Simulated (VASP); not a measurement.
Write the native input for VASP 6.6.1 that does the following.

| Property | Result |
| --- | --- |
| Task | single point |
| Functional | PBE |
| Dispersion | D3(BJ) |
| Potentials or basis | VASP PAW PBE potentials, release 64 (Te, Mo_sv) |
| Cutoff | 520 eV |
| k mesh | 12 × 12 × 4 |
| Occupations | gaussian, width 0.02 eV |
| Spin | no spin polarisation |
| Dipole correction | no |
| Further INCAR settings | ALGO = Normal; EDIFF = 1e-06; NBANDS = 20 |

The structure of Te2Mo lies in POSCAR:

```
Te2Mo
1.0
    3.4952279693      0.0000000000      0.0000000000
   -1.7476139847      3.0269562134      0.0000000000
    0.0000000000      0.0000000000      7.6243809703
Te Mo
2 1
Direct
    0.3333333333      0.6666666667      0.7614145846
    0.3333333333      0.6666666667      0.2385854154
    0.0000000000      0.0000000000      0.0000000000
```

The input as run:

INCAR

```
  PREC = Accurate
  ENCUT = 520
  EDIFF = 1E-6
  ISMEAR = 0
  SIGMA = 0.02
  LREAL = False
  LASPH = True
  NELM = 60
  ALGO = Normal
  ISIF = 2
  LWAVE = False
  LCHARG = True
  GGA = PE
  IVDW = 12
  LELF = True
  LVHAR = True
  NBANDS = 20
```

KPOINTS

```
regular mesh
0
Gamma
  12 12 4
```

Potentials or basis: VASP PAW PBE potentials, release 64 (Te, Mo_sv).

Launch:

```sh
$ cat potpaw_PBE.64/Te/POTCAR potpaw_PBE.64/Mo_sv/POTCAR > POTCAR
$ mpirun -np 1 vasp_std > vasp.out
```

It gave:

| Quantity | Value |
| --- | --- |
| Pressure | 0.0 GPa |
| Largest force | 0.012 eV/Å |
| Band gap on the k mesh | 0.94 eV, indirect (least direct gap 1.18 eV) |
| Dispersion energy per atom | -0.499 eV |

Caveat: spin-orbit coupling is left out, which moves the levels of the heavy elements.

Wall time 47 s on 1 thread of Intel(R) Xeon(R) 6975P-C (Granite Rapids), with other jobs on the host, peak memory 0.26 GiB.
